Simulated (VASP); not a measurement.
Write the native input for VASP 6.6.1 that does the following.

- Task: single point
- Functional: PBE
- Potentials or basis: VASP PAW PBE potentials, release 64 (Y_sv)
- Cutoff: 520 eV
- k mesh: 14 × 14 × 14
- Occupations: fermi-dirac, width 0.08 eV
- Spin: no spin polarisation
- Dipole correction: no
- Further INCAR settings: ALGO = Normal; EDIFF = 1e-06; NBANDS = 18

The structure of Y lies in POSCAR:

```
Y
1.0
   -2.9254361791      2.9254361791      1.6396217490
    2.9254361791     -2.9254361791      1.6396217490
    2.9254361791      2.9254361791     -1.6396217490
Y
2
Direct
   -0.3750000000     -0.1250000000     -0.2500000000
    0.3750000000      0.1250000000      0.2500000000
```

The input as run:

INCAR

```
ALGO = Normal
EDIFF = 1E-6
ENCUT = 520
GGA = PE
ISIF = 2
ISMEAR = -1
LASPH = True
LCHARG = False
LREAL = False
LWAVE = False
NBANDS = 18
NELM = 100
PREC = Accurate
SIGMA = 0.08
```

KPOINTS

```
k-points
0
Gamma
  14 14 14
```

Potentials or basis: VASP PAW PBE potentials, release 64 (Y_sv).

The run is started by

```sh
$ cat potpaw_PBE.64/Y_sv/POTCAR > POTCAR
$ mpirun -np 1 vasp_std > vasp.out
```

Results of the run:

The pressure is 6.7 GPa and the band gap on the k mesh is zero (bands 11 and 12 overlap by 1.56 eV).

Caveat: the cell stands under pressure.

Wall time 2 min on 1 thread of Intel(R) Xeon(R) 6975P-C (Granite Rapids) (shared host), peak memory 0.37 GiB.
